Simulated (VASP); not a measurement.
**BaF2: single point with HSE06**

BaF2:

```
CELL_PARAMETERS angstrom
0.00000 3.09716 3.09716
3.09716 0.00000 3.09716
3.09716 3.09716 0.00000
ATOMIC_POSITIONS crystal
Ba 0.00000 0.00000 0.00000
F 0.25000 0.25000 0.25000
F 0.75000 0.75000 0.75000
```

* Program: VASP 6.6.1
* Task: single point
* Functional: HSE06
* Potentials or basis: VASP PAW PBE potentials, release 64 (Ba_sv, F)
* Cutoff: 520 eV
* k mesh: 6 × 6 × 6
* Occupations: gaussian, width 0.01 eV
* Spin: no spin polarisation
* Dipole correction: no
* Grid for exact exchange (PRECFOCK): Normal
* Further INCAR settings: ALGO = Normal; EDIFF = 1e-06; NBANDS = 19
* Screening parameter: 0.2079 1/Å

The pressure is 1.4 GPa and the band gap on the k mesh is 8.72 eV, indirect (least direct gap 8.79 eV).

Levels at points of the mesh, in eV from the valence-band top:
```csv
k point,band 8,band 9,band 10,band 11,band 12,band 13,band 14,band 15,band 16,band 17
"(0.00, 0.00, 0.00)",-1.56,-1.56,-0.07,-0.07,-0.07,8.72,11.32,11.32,13.69,13.69
"(0.50, 0.00, 0.00)",-1.13,-0.70,-0.34,-0.15,-0.15,11.26,11.30,11.30,11.71,13.87
"(0.50, 0.50, 0.00)",-0.38,-0.38,-0.29,-0.29,-0.15,9.19,11.16,12.90,14.26,14.26
```

It took 27 min on 4 MPI ranks on AMD EPYC 7R13 Processor (Zen 3) (shared host), peak memory 0.3 GiB a rank.

Caveat: the PAW data sets were made with another functional, which shifts forces and pressure a little; spin-orbit coupling is left out, which moves the levels of the heavy elements. A k mesh can miss the band edges.
